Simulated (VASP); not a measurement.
A run of VASP 6.6.1 is set up as follows.

The input INCAR:

```
SYSTEM = SnPb3S4
PREC     = Accurate       ! precision mode
ENCUT    = 500            ! plane-wave cutoff, eV
EDIFF    = 1E-7           ! SCF threshold, eV
ISMEAR   = 0              ! smearing method
SIGMA    = 0.1            ! smearing width, eV
LREAL    = .False.        ! projectors in reciprocal space
LASPH    = .True.         ! aspherical terms in the spheres
NELM     = 120            ! most SCF steps
ALGO     = Normal         ! electronic algorithm
ISIF     = 3              ! what is computed and relaxed
LWAVE    = .False.        ! write WAVECAR
LCHARG   = .False.        ! write CHGCAR
GGA      = PE             ! functional
IBRION   = 2              ! ionic algorithm
NSW      = 100            ! ionic steps
EDIFFG   = -0.01          ! ionic threshold
GGA_COMPAT= .False.      
NELMIN   = 4            
KPAR     = 4
```

File KPOINTS:

```
regular mesh
0
Gamma
  6 6 10
  0 0 0
```

POSCAR

```
SnPb3S4
1.0
    4.2222416596     -5.9714614823      0.0000000000
    4.2222416596      5.9714614823      0.0000000000
    0.0000000000      0.0000000000      4.2227604187
Sn Pb S
1 3 4
Direct
    0.5000000000      0.5000000000      0.5000000000
    0.0000000000      0.5000000000      0.0000000000
    0.5000000000      0.0000000000      0.0000000000
    0.0000000000      0.0000000000      0.5000000000
    0.2553445210      0.2553445210      0.0000000000
    0.7446554790      0.7446554790      0.0000000000
    0.2527165305      0.7472834695      0.5000000000
    0.7472834695      0.2527165305      0.5000000000
```

Potentials or basis: VASP PAW PBE potentials, release 64 (Sn_d, Pb_d, S).

Command:

```bash
$ cat potpaw_PBE.64/Sn_d/POTCAR potpaw_PBE.64/Pb_d/POTCAR potpaw_PBE.64/S/POTCAR > POTCAR
$ mpirun -np 4 vasp_std > vasp.out
```

Task: What does it give for the space group after relaxing (to 0.05 Å)?

Result: Cmmm (No. 65).

Task: Estimate the relaxed volume.

Result: 26.57 Å³/atom.

Final structure:
```cif
data_structure
_symmetry_space_group_name_H-M 'P 1'
_symmetry_Int_Tables_number 1
_cell_length_a 7.3093
_cell_length_b 7.3093
_cell_length_c 4.2203
_cell_angle_alpha 90.000
_cell_angle_beta 90.000
_cell_angle_gamma 109.471
_cell_volume 212.58
loop_
_atom_site_label
_atom_site_type_symbol
_atom_site_fract_x
_atom_site_fract_y
_atom_site_fract_z
_atom_site_occupancy
Sn1 Sn 0.50000 0.50000 0.50000 1
Pb1 Pb 0.00000 0.50000 0.00000 1
Pb2 Pb 0.50000 0.00000 0.00000 1
Pb3 Pb 0.00000 0.00000 0.50000 1
S1 S 0.25534 0.25534 0.00000 1
S2 S 0.74466 0.74466 0.00000 1
S3 S 0.25272 0.74728 0.50000 1
S4 S 0.74728 0.25272 0.50000 1
```
